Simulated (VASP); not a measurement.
# Os (P6_3/mmc) in VASP: a series of runs, part 2 of 2

VASP 6.6.1. The steps go on from the part before.

### Step 3. Single point, PBE, collinear spin, zero start

File INCAR:

```
SYSTEM = Os
  PREC = Accurate
  ENCUT = 600
  EDIFF = 1E-6
  ISMEAR = -1
  SIGMA = 0.08
  LREAL = .False.
  LASPH = .True.
  NELM = 200
  ALGO = Normal
  ISIF = 2
  LWAVE = .False.
  LCHARG = .False.
  ISPIN = 2
  MAGMOM = 0 0
  LORBIT = 11
  NUPDOWN = 0.0
  LMAXMIX = 4
  GGA = PE
  NBANDS = 19
  GGA_COMPAT = .False.
```

File KPOINTS:

```
Automatic mesh
0
Gamma
  16 16 9
  0 0 0
```

File POSCAR:

```
Os
1.0
    2.7341000000      0.0000000000      0.0000000000
   -1.3670500000      2.3678000565      0.0000000000
    0.0000000000      0.0000000000      4.3197000000
Os
2
Direct
    0.3333333333      0.6666666667      0.2500000000
    0.6666666667      0.3333333333      0.7500000000
```

Potentials or basis: VASP PAW PBE potentials, release 64 (Os).

Started as:

```console
> cat potpaw_PBE.64/Os/POTCAR > POTCAR
> mpirun -np 1 vasp_std > vasp.out
```

OUTCAR:

```text
SYSTEM = Os
   PREC = Accurate
   ENCUT = 600
   EDIFF = 1E-6
   ISMEAR = -1
   LREAL = .False.
   LASPH = .True.
   NELM = 200
   ISIF = 2
   ISPIN = 2
   LORBIT = 11
   NUPDOWN = 0.0
   GGA = PE

 ion  position               nearest neighbor table
   1  0.333  0.667  0.250-   2 2.68   2 2.68   2 2.68   2 2.68   2 2.68   2 2.68
   2  0.667  0.333  0.750-   1 2.68   1 2.68   1 2.68   1 2.68   1 2.68   1 2.68

  LATTYP: Found a hexagonal cell.
 ALAT       =     2.7341000000
 C/A-ratio  =     1.5799348963

  Lattice vectors:

 A1 = (   2.7341000000,   0.0000000000,   0.0000000000)
 A2 = (  -1.3670500000,   2.3678000565,   0.0000000000)
 A3 = (   0.0000000000,   0.0000000000,   4.3197000000)

Analysis of symmetry for initial positions (statically):
=====================================================================
 Subroutine PRICEL returns:
 Original cell was already a primitive cell.

 Routine SETGRP: Setting up the symmetry group for a
 hexagonal supercell.

 Subroutine GETGRP returns: Found 24 space group operations
 (whereof 12 operations were pure point group operations)
 out of a pool of 24 trial point group operations.

The static configuration has the point symmetry D_3d.
 The point group associated with its full space group is D_6h.

Analysis of symmetry for dynamics (positions and initial velocities):
=====================================================================
 Subroutine PRICEL returns:
 Original cell was already a primitive cell.

 Routine SETGRP: Setting up the symmetry group for a
 hexagonal supercell.

 Subroutine GETGRP returns: Found 24 space group operations
 (whereof 12 operations were pure point group operations)
 out of a pool of 24 trial point group operations.

The dynamic configuration has the point symmetry D_3d.
 The point group associated with its full space group is D_6h.

Analysis of structural, dynamic, and magnetic symmetry:
=====================================================================
 Subroutine PRICEL returns:
 Original cell was already a primitive cell.

 Routine SETGRP: Setting up the symmetry group for a
 hexagonal supercell.

[... 147 lines left out ...]
 Free energy of the ion-electron system (eV)
  ---------------------------------------------------
  ext. energy  EPLUGINS =         0.00000000
  ---------------------------------------------------
  free energy    TOTEN  =       -22.50096726 eV

  energy without entropy =      -22.47857794  energy(sigma->0) =      -22.48977260

 E-fermi :   9.4977     XC(G=0): -14.0604

 val. band max:        9.4866644187   @ k =   0.2500  -0.0000   0.3333
 cond. band min:       9.4980040151   @ k =   0.3750   0.1250   0.3333
 fundamental gap:      0.0113395964
 Fermi energy:         9.4977156981

 spin component 1

 k-point     1 :       0.0000    0.0000    0.0000
  band No.  band energies     occupation
      1      -1.4733      1.00000
      2       1.6757      1.00000
      3       6.4168      1.00000
      4       6.4168      1.00000
      5       6.6720      1.00000
      6       7.2593      1.00000
[... 517 lines left out ...]
     18      28.5300      0.00000
     19      30.0852      0.00000

 [... further k-points ...]

 spin component 2

 k-point     1 :       0.0000    0.0000    0.0000
  band No.  band energies     occupation
      1      -1.4733      1.00000
      2       1.6757      1.00000
      3       6.4168      1.00000
      4       6.4168      1.00000
      5       6.6720      1.00000
      6       7.2593      1.00000
[... 517 lines left out ...]
     18      28.5300      0.00000
     19      30.0852      0.00000

 [... further k-points ...]
[... 5 lines left out ...]
  --------------------------------------------------------------------------------------
  -------------------------------------------------------------------------------------
  Total        1.5533179      1.5533179      1.5154412     -0.0000000     -0.0000000      0.0000000
  in kB       88.9934255     88.9934255     86.8233774     -0.0000000     -0.0000000      0.0000000
  external PRESSURE =      88.2700761 kB  Pullay stress =       0.0000000 kB

 VOLUME and BASIS-vectors are now :
 -----------------------------------------------------------------------------
  energy-cutoff  :      600.00
  volume of cell :       27.96
      direct lattice vectors                 reciprocal lattice vectors
     2.734100000  0.000000000  0.000000000     0.365751070  0.211166479  0.000000000
    -1.367050000  2.367800057  0.000000000     0.000000000  0.422332957  0.000000000
     0.000000000  0.000000000  4.319700000     0.000000000  0.000000000  0.231497558

 POSITION                                       TOTAL-FORCE (eV/Angst)
 -----------------------------------------------------------------------------------
     -0.00000      1.57853      1.07993         0.000000      0.000000      0.000000
      1.36705      0.78927      3.23977        -0.000000     -0.000000      0.000000
 -----------------------------------------------------------------------------------
    total drift:                               -0.000000      0.000000     -0.000000

  FREE ENERGIE OF THE ION-ELECTRON SYSTEM (eV)
  ---------------------------------------------------
  free  energy   TOTEN  =       -22.5009672609 eV

  energy  without entropy=      -22.4785779399  energy(sigma->0) =      -22.48977260

 total charge

# of ion       s       p       d       tot
------------------------------------------
    1        0.666   0.790   6.029   7.485
    2        0.666   0.790   6.029   7.485
--------------------------------------------------
tot          1.331   1.580  12.058  14.970

 magnetization (x)

# of ion       s       p       d       tot
------------------------------------------
    1       -0.000  -0.000  -0.000  -0.000
    2       -0.000  -0.000  -0.000  -0.000
--------------------------------------------------
tot         -0.000  -0.000  -0.000  -0.000
```

OSZICAR:

```text
N       E                     dE             d eps       ncg     rms          rms(c)
DAV:   1     0.120997342919E+03    0.12100E+03   -0.77709E+03 11400   0.909E+02
DAV:   2    -0.189722162085E+02   -0.13997E+03   -0.11704E+03 11526   0.278E+02
DAV:   3    -0.238776629704E+02   -0.49054E+01   -0.47988E+01 13781   0.508E+01
DAV:   4    -0.239029542397E+02   -0.25291E-01   -0.25272E-01 13088   0.352E+00
DAV:   5    -0.239030643901E+02   -0.11015E-03   -0.11015E-03 12948   0.240E-01    0.232E+01
DAV:   6    -0.228314688091E+02    0.10716E+01   -0.59424E-01 14398   0.635E+00    0.105E+01
DAV:   7    -0.225091948653E+02    0.32227E+00   -0.44995E-01 14909   0.524E+00    0.634E-01
DAV:   8    -0.225045145183E+02    0.46803E-02   -0.70664E-03 12126   0.547E-01    0.457E-01
DAV:   9    -0.225009843166E+02    0.35302E-02   -0.17996E-03 12721   0.354E-01    0.406E-02
DAV:  10    -0.225009846531E+02   -0.33643E-06   -0.10304E-04 14928   0.783E-02    0.104E-02
DAV:  11    -0.225009691016E+02    0.15551E-04   -0.32744E-06 12174   0.156E-02    0.459E-03
DAV:  12    -0.225009677730E+02    0.13286E-05   -0.90370E-08  6960   0.293E-03    0.323E-03
DAV:  13    -0.225009672609E+02    0.51215E-06   -0.13620E-08  6360   0.722E-04
   1 F= -.22500967E+02 E0= -.22489773E+02  d E =-.223893E-01  mag=     0.0000
```

Wall time 93 s (1 thread of Intel Xeon Platinum 8488C (Sapphire Rapids), shared host); peak memory 0.27 GiB.

Results:

```yaml
Free_energy: -22.5010 eV
Pressure: 8.8 GPa
Net_moment: 0.00 μB per cell
Valence_electrons_inside_the_program's_atomic_spheres: Os 7.49
```

Stress tensor (GPa, compression positive):
```
8.90 0.00 0.00
0.00 8.90 0.00
0.00 0.00 8.68
```

Caveat: the cell stands under pressure; spin-orbit coupling is left out, which moves the levels of the heavy elements; the total moment is fixed, so each spin has its own Fermi level.

### Step 4. Single point, PBE, collinear spin

Changes to INCAR since step 3:

```diff
@@ -14,5 +14,5 @@
   ISPIN = 2
-  MAGMOM = 0 0
+  MAGMOM = 0.2 0.2
   LORBIT = 11
-  NUPDOWN = 0.0
+  NUPDOWN = 0.4
   LMAXMIX = 4
```

KPOINTS is that of step 3.

POSCAR is that of step 3.

Potentials or basis: VASP PAW PBE potentials, release 64 (Os).

Started as:

```console
> cat potpaw_PBE.64/Os/POTCAR > POTCAR
> mpirun -np 1 vasp_std > vasp.out
```

OUTCAR:

```text
SYSTEM = Os
   PREC = Accurate
   ENCUT = 600
   EDIFF = 1E-6
   ISMEAR = -1
   LREAL = .False.
   LASPH = .True.
   NELM = 200
   ISIF = 2
   ISPIN = 2
   LORBIT = 11
   NUPDOWN = 0.4
   GGA = PE

 ion  position               nearest neighbor table
   1  0.333  0.667  0.250-   2 2.68   2 2.68   2 2.68   2 2.68   2 2.68   2 2.68
   2  0.667  0.333  0.750-   1 2.68   1 2.68   1 2.68   1 2.68   1 2.68   1 2.68

  LATTYP: Found a hexagonal cell.
 ALAT       =     2.7341000000
 C/A-ratio  =     1.5799348963

  Lattice vectors:

 A1 = (   2.7341000000,   0.0000000000,   0.0000000000)
 A2 = (  -1.3670500000,   2.3678000565,   0.0000000000)
 A3 = (   0.0000000000,   0.0000000000,   4.3197000000)

Analysis of symmetry for initial positions (statically):
=====================================================================
 Subroutine PRICEL returns:
 Original cell was already a primitive cell.

 Routine SETGRP: Setting up the symmetry group for a
 hexagonal supercell.

 Subroutine GETGRP returns: Found 24 space group operations
 (whereof 12 operations were pure point group operations)
 out of a pool of 24 trial point group operations.

The static configuration has the point symmetry D_3d.
 The point group associated with its full space group is D_6h.

Analysis of symmetry for dynamics (positions and initial velocities):
=====================================================================
 Subroutine PRICEL returns:
 Original cell was already a primitive cell.

 Routine SETGRP: Setting up the symmetry group for a
 hexagonal supercell.

 Subroutine GETGRP returns: Found 24 space group operations
 (whereof 12 operations were pure point group operations)
 out of a pool of 24 trial point group operations.

The dynamic configuration has the point symmetry D_3d.
 The point group associated with its full space group is D_6h.

Analysis of structural, dynamic, and magnetic symmetry:
=====================================================================
 Subroutine PRICEL returns:
 Original cell was already a primitive cell.

 Routine SETGRP: Setting up the symmetry group for a
 hexagonal supercell.

[... 145 lines left out ...]
 Free energy of the ion-electron system (eV)
  ---------------------------------------------------
  ext. energy  EPLUGINS =         0.00000000
  ---------------------------------------------------
  free energy    TOTEN  =       -22.44192875 eV

  energy without entropy =      -22.41325300  energy(sigma->0) =      -22.42759088

 E-fermi :   9.2343     XC(G=0): -14.0598

 val. band max:        9.7662580192   @ k =   0.3125   0.0625   0.1111
 cond. band min:       9.2476888377   @ k =   0.3750   0.2500   0.3333
 fundamental gap:     -0.5185691815
 Fermi energy:         9.7851445710

 spin component 1

 k-point     1 :       0.0000    0.0000    0.0000
  band No.  band energies     occupation
      1      -1.5092      1.00000
      2       1.6274      1.00000
      3       6.3536      1.00000
      4       6.3536      1.00000
      5       6.6127      1.00000
      6       7.1943      1.00000
[... 517 lines left out ...]
     18      28.4984      0.00000
     19      30.0426      0.00000

 [... further k-points ...]

 spin component 2

 k-point     1 :       0.0000    0.0000    0.0000
  band No.  band energies     occupation
      1      -1.4368      1.00000
      2       1.7298      1.00000
      3       6.4869      1.00000
      4       6.4869      1.00000
      5       6.7377      1.00000
      6       7.3319      1.00000
[... 517 lines left out ...]
     18      28.5627      0.00000
     19      30.1337      0.00000

 [... further k-points ...]
[... 5 lines left out ...]
  --------------------------------------------------------------------------------------
  -------------------------------------------------------------------------------------
  Total        1.6527620      1.6527620      1.6948306      0.0000000     -0.0000000      0.0000000
  in kB       94.6908229     94.6908229     97.1010369      0.0000000     -0.0000000      0.0000000
  external PRESSURE =      95.4942276 kB  Pullay stress =       0.0000000 kB

 VOLUME and BASIS-vectors are now :
 -----------------------------------------------------------------------------
  energy-cutoff  :      600.00
  volume of cell :       27.96
      direct lattice vectors                 reciprocal lattice vectors
     2.734100000  0.000000000  0.000000000     0.365751070  0.211166479  0.000000000
    -1.367050000  2.367800057  0.000000000     0.000000000  0.422332957  0.000000000
     0.000000000  0.000000000  4.319700000     0.000000000  0.000000000  0.231497558

 POSITION                                       TOTAL-FORCE (eV/Angst)
 -----------------------------------------------------------------------------------
     -0.00000      1.57853      1.07993         0.000000     -0.000000      0.000000
      1.36705      0.78927      3.23977        -0.000000      0.000000      0.000000
 -----------------------------------------------------------------------------------
    total drift:                               -0.000000      0.000000     -0.000000

  FREE ENERGIE OF THE ION-ELECTRON SYSTEM (eV)
  ---------------------------------------------------
  free  energy   TOTEN  =       -22.4419287510 eV

  energy  without entropy=      -22.4132530025  energy(sigma->0) =      -22.42759088

 total charge

# of ion       s       p       d       tot
------------------------------------------
    1        0.666   0.790   6.029   7.485
    2        0.666   0.790   6.029   7.485
--------------------------------------------------
tot          1.332   1.581  12.057  14.970

 magnetization (x)

# of ion       s       p       d       tot
------------------------------------------
    1        0.001   0.011   0.183   0.195
    2        0.001   0.011   0.183   0.195
--------------------------------------------------
tot          0.003   0.021   0.366   0.390
```

Run time: 88 s. Hardware: 1 thread of Intel Xeon Platinum 8488C (Sapphire Rapids), shared host; peak memory 0.27 GiB.

Results:

```yaml
Free_energy: -22.4419 eV
Pressure: 9.5 GPa
Net_moment: 0.40 μB per cell
Site_moments: Os +0.20 μB
Valence_electrons_inside_the_program's_atomic_spheres: Os 7.49
```

Caveat: the cell stands under pressure; spin-orbit coupling is left out, which moves the levels of the heavy elements; the total moment is fixed, so each spin has its own Fermi level and the state may be an excited one.
